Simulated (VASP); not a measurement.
**Ba: single point with PBE**

The system is Ba.

```
Ba
1.0
     3.56509    0.00000    0.00000
    -1.78255    3.08746    0.00000
     0.00000    0.00000    5.21954
Ba
2
Direct
  0.33333 0.66667 0.25000
  0.66667 0.33333 0.75000
```

This cell differs from its parent crystal: volume scaled by 0.45.

```json
{
  "Program": "VASP 6.6.1",
  "Task": "single point",
  "Functional": "PBE",
  "Potentials or basis": "VASP PAW PBE potentials, release 64 (Ba_sv)",
  "Cutoff": "520 eV",
  "k mesh": "10 × 10 × 6",
  "Occupations": "fermi-dirac, width 0.1 eV",
  "Spin": "no spin polarisation",
  "Dipole correction": "no",
  "Further INCAR settings": "ALGO = Normal; EDIFF = 1e-06; NBANDS = 17"
}
```

```json
{"Pressure": "20.4 GPa", "Band gap on the k mesh": "zero (band 10 reaches 6.09 eV, above the bottom of band 11 at 5.29 eV)"}
```

Stress tensor (GPa, compression positive):
```
19.98  0.00  0.00
 0.00 19.98  0.00
 0.00  0.00 21.38
```

Levels at points of the mesh, in eV from the Fermi level:
```
           k point  band 6  band 7  band 8  band 9  band 10  band 11  band 12  band 13  band 14  band 15
(0.00, 0.00, 0.00)  -12.25  -12.25  -11.79   -2.17    -1.95     1.70     1.70     3.14     3.14     3.18
(0.50, 0.00, 0.00)  -13.82  -13.24  -12.48   -2.46    -0.91    -0.39     1.05     3.82     4.42     4.58
(0.00, 0.00, 0.50)  -12.64  -12.64  -12.64   -0.93    -0.93     1.42     1.42     1.42     1.42     2.84
(0.50, 0.00, 0.50)  -13.21  -12.84  -12.84   -1.68    -1.68    -0.02    -0.02     3.98     3.98     5.73
```

It took 18 s on 1 thread of Intel(R) Xeon(R) 6975P-C (Granite Rapids), on a shared host, peak memory 0.2 GiB.

Caveat: spin-orbit coupling is left out, which moves the levels of the heavy elements.
